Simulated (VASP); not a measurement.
# Te2Mo (P6_3/mmc) in VASP: a series of runs, part 2 of 2

VASP 6.6.1. Earlier steps stand in the parts before.

## (3) Single point, r2SCAN, collinear spin, ferromagnetic start (volume scaled by 0.980)

Contents of POSCAR:

```
Te2Mo
1.0
    3.5549481411      0.0000000000      0.0000000000
   -1.7774740705      3.0786753993      0.0000000000
    0.0000000000      0.0000000000     14.4962626307
Te Mo
4 2
Direct
    0.3333333333      0.6666666667      0.6264161697
    0.6666666667      0.3333333333      0.1264161697
    0.3333333333      0.6666666667      0.8735838303
    0.6666666667      0.3333333333      0.3735838303
    0.3333333333      0.6666666667      0.2500000000
    0.6666666667      0.3333333333      0.7500000000
```

Contents of INCAR.step1:

```
SYSTEM = Te2Mo
  PREC = Accurate
  ENCUT = 520
  ISMEAR = 0
  SIGMA = 0.05
  LREAL = .FALSE.
  LASPH = .TRUE.
  NELM = 150
  ISPIN = 2
  MAGMOM = 0 0 0 0 0.05 0.05
  LMAXMIX = 4
  NBANDS = 39
  GGA = PE
  ALGO = Normal
  EDIFF = 1E-4
  LWAVE = .TRUE.
  LCHARG = .FALSE.
```

Contents of INCAR.step2:

```
SYSTEM = Te2Mo
  PREC = Accurate
  ENCUT = 520
  EDIFF = 1E-6
  ISMEAR = 0
  SIGMA = 0.05
  LREAL = .FALSE.
  LASPH = .TRUE.
  NELM = 150
  ALGO = Normal
  ISIF = 2
  LWAVE = .FALSE.
  LCHARG = .FALSE.
  ISPIN = 2
  MAGMOM = 0 0 0 0 0.05 0.05
  LORBIT = 11
  LMAXMIX = 4
  METAGGA = R2SCAN
  LMIXTAU = .TRUE.
  NBANDS = 39
  ISTART = 1
```

Contents of KPOINTS:

```
regular mesh
0
G
  8 8 2
  0 0 0
```

Potentials or basis: VASP PAW PBE potentials, release 64 (Te, Mo_sv).

Started as:

```
> cat potpaw_PBE.64/Te/POTCAR potpaw_PBE.64/Mo_sv/POTCAR > POTCAR
> cp INCAR.step1 INCAR
> mpirun -np 1 vasp_std > vasp.out
> cp INCAR.step2 INCAR
> mpirun -np 1 vasp_std > vasp.out
```

OUTCAR:

```text
SYSTEM = Te2Mo
   PREC = Accurate
   ENCUT = 520
   EDIFF = 1E-6
   ISMEAR = 0
   LREAL = .FALSE.
   LASPH = .TRUE.
   NELM = 150
   ISIF = 2
   ISPIN = 2
   LORBIT = 11
   METAGGA = R2SCAN
   ISTART = 1

 ion  position               nearest neighbor table
   1  0.333  0.667  0.626-   6 2.72   6 2.72   6 2.72   3 3.58
   2  0.667  0.333  0.126-   5 2.72   5 2.72   5 2.72   4 3.58
   3  0.333  0.667  0.874-   6 2.72   6 2.72   6 2.72   1 3.58
   4  0.667  0.333  0.374-   5 2.72   5 2.72   5 2.72   2 3.58
   5  0.333  0.667  0.250-   2 2.72   4 2.72   2 2.72   4 2.72   2 2.72   4 2.72
[... 1881 lines left out ...]
     -0.00000      2.05245      9.08069         0.000000     -0.000000     -0.019064
      1.77747      1.02623      1.83256         0.000000      0.000000     -0.019064
     -0.00000      2.05245     12.66370         0.000000     -0.000000      0.019064
      1.77747      1.02623      5.41557         0.000000      0.000000      0.019064
     -0.00000      2.05245      3.62407         0.000000     -0.000000      0.000000
      1.77747      1.02623     10.87220        -0.000000      0.000000      0.000000
 -----------------------------------------------------------------------------------
    total drift:                               -0.000000      0.000000     -0.000000

  FREE ENERGIE OF THE ION-ELECTRON SYSTEM (eV)
  ---------------------------------------------------
  free  energy   TOTEN  =      -155.6610389756 eV

  energy  without entropy=     -155.6610389756  energy(sigma->0) =     -155.66103898

 total charge

# of ion       s       p       d       tot
------------------------------------------
    1        1.391   2.016   0.063   3.469
    2        1.391   2.016   0.063   3.469
    3        1.391   2.016   0.063   3.469
    4        1.391   2.016   0.063   3.469
    5        2.247   6.147   3.942  12.335
    6        2.247   6.147   3.942  12.335
--------------------------------------------------
tot         10.058  20.355   8.134  38.548

 magnetization (x)

# of ion       s       p       d       tot
------------------------------------------
    1       -0.000   0.000   0.000   0.000
    2       -0.000   0.000   0.000   0.000
    3       -0.000   0.000   0.000   0.000
    4       -0.000   0.000   0.000   0.000
    5       -0.000   0.000  -0.000  -0.000
    6       -0.000   0.000  -0.000  -0.000
--------------------------------------------------
tot         -0.000   0.000  -0.000  -0.000
```

Wall time 7 min (1 thread of Intel Xeon 6975P-C (Granite Rapids), shared host); peak memory 0.47 GiB.

Results:

```
Free energy                                           : -155.6610 eV
Pressure                                              : 0.5 GPa
Largest force                                         : 0.019 eV/Å
Band gap on the k mesh                                : 1.06 eV, indirect (least direct gap 1.27 eV)
Net moment                                            : 0.00 μB per cell
Valence electrons inside the program's atomic spheres : Te 3.47; Mo 12.34
```

Forces in eV/Å, atoms in the order of the input:
```
Te   0.000  0.000 -0.019
Te   0.000  0.000 -0.019
Te   0.000  0.000  0.019
Te   0.000  0.000  0.019
Mo   0.000  0.000  0.000
Mo   0.000  0.000  0.000
```

Caveat: the PAW data sets were made with another functional, which shifts forces and pressure a little; spin-orbit coupling is left out, which moves the levels of the heavy elements. A k mesh can miss the band edges.

## (4) How close it comes

Step 2. A measured gap of Te2Mo is 0.88 eV (indirect; 300 K; quoted in “Broadband infrared study of pressure-tunable Fano resonance and metallization transition in 2H-MoTe2”, 2022, pmc:9569381); the calculated 1.12 eV misses it by +0.24 eV. Spin-orbit coupling on Mo, Te is left out. The value is that of r2SCAN+D3(BJ) on a finite k mesh, which can miss the band edges, without temperature or zero-point motion.
